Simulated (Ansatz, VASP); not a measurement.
# MgO in VASP and in Ansatz

```
Mg O
1.0
     0.00000    2.13515    2.13515
     2.03907    0.00000    2.13515
     2.03907    2.13515    0.00000
Mg O
1 1
Direct
  0.00000 0.00000 0.00000
  0.50000 0.50000 0.50000
```

Change from the starting cell: strain -0.0450 x Voigt [1, 0, 0, 0, 0, 0], atoms carried along.

Alike in both runs: task single point; functional r2SCAN; k mesh 10 × 10 × 10; occupations gaussian, width 0.05 eV; no spin polarisation.

|  | VASP | Ansatz |
| --- | --- | --- |
| version | VASP 6.6.1 | Ansatz 0.2.0 |
| potentials or method | VASP PAW PBE potentials, release 64 (Mg_sv, O), cutoff 920 eV | scalar-relativistic, plane waves, PAW |
| valence electrons in the cell | 16 | 16 |

|  | VASP | Ansatz | Ansatz less VASP |
| --- | --- | --- | --- |
| gap on the k mesh at the Fermi level (eV) | 5.64 | 5.63 | -0.016 |
| least direct gap on the mesh (eV) | 5.64 | 5.63 | -0.016 |
| pressure (GPa) | 1.2 | 0.6 | -0.59 |
| traceless stress, the component that is largest in VASP (GPa) | 7.49 | 7.23 | -0.257 |

VASP's potentials were made for PBE, not for r2SCAN.
